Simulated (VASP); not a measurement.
Rh, 1 atom in the cell. Symmetry: P6/mmm, No. 191, hexagonal system. The conventional cell has a = 2.630 Å, b = 2.630 Å, c = 2.567 Å, α = 90.00°, β = 90.00°, γ = 120.00°. Rh (site symmetry 6/mmm) has 8 Rh at 2.57 to 2.63 Å within 3.4 Å. The cell was generated, and may not be a known phase.

| Item | Value |
| --- | --- |
| Program | VASP 6.6.1 |
| Task | single point |
| Functional | PBE |
| Potentials or basis | VASP PAW PBE potentials, release 64 (Rh_sv_GW) |
| Cutoff | 620 eV |
| k mesh | 6 × 6 × 6 |
| Occupations | gaussian, width 0.1 eV |
| Spin | collinear spin, ferromagnetic start |
| Starting moments | [1.0] μB |
| Dipole correction | no |
| Further INCAR settings | ALGO = Normal; EDIFF = 1e-06; NBANDS = 18 |

Potentials or basis: VASP PAW PBE potentials, release 64 (Rh_sv_GW).

Run with:

```bash
$ cat potpaw_PBE.64/Rh_sv_GW/POTCAR > POTCAR
$ mpirun -np 1 vasp_std > vasp.out
```

Hardware: 1 thread of AMD EPYC 9R45 (Zen 5) (shared host).

How long does it take, and how much memory?

Run time: 20 s on 1 thread of AMD EPYC 9R45 (Zen 5) (shared host), peak memory 0.13 GiB. Counts: scf iterations 17, k points 28.
